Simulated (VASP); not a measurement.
Input of a VASP 6.6.1 run:

INCAR

```
ALGO     = Normal         # electronic algorithm
EDIFF    = 1E-6           # SCF threshold, eV
ENCUT    = 520            # plane-wave cutoff, eV
GGA      = PS             # functional
ISIF     = 2              # what is computed and relaxed
ISMEAR   = -1             # smearing method
LASPH    = T              # aspherical terms in the spheres
LCHARG   = F              # write CHGCAR
LREAL    = F              # projectors in reciprocal space
LWAVE    = F              # write WAVECAR
NBANDS   = 20             # bands
NELM     = 80             # most SCF steps
PREC     = Accurate       # precision mode
SIGMA    = 0.1            # smearing width, eV
```

File KPOINTS:

```
k-points
0
Gamma
  9 9 9
```

Contents of POSCAR:

```
In
1.0
    0.0000000000      3.1433576137      3.1433576137
    3.1433576137      0.0000000000      3.1433576137
    3.1433576137      3.1433576137      0.0000000000
In
2
Direct
    0.1250000000      0.1250000000      0.1250000000
    0.8750000000      0.8750000000      0.8750000000
```

Potentials or basis: VASP PAW PBE potentials, release 64 (In_d).

Launch:

```sh
$ cat potpaw_PBE.64/In_d/POTCAR > POTCAR
$ mpirun -np 1 vasp_std > vasp.out
```

Predict the band gap on the k mesh.

zero (bands 13 and 14 overlap by 3.88 eV).

Predict the pressure.

5.0 GPa.

Caveat: the cell stands under pressure; the PAW data sets were made with another functional, which shifts forces and pressure a little; spin-orbit coupling is left out, which moves the levels of the heavy elements.
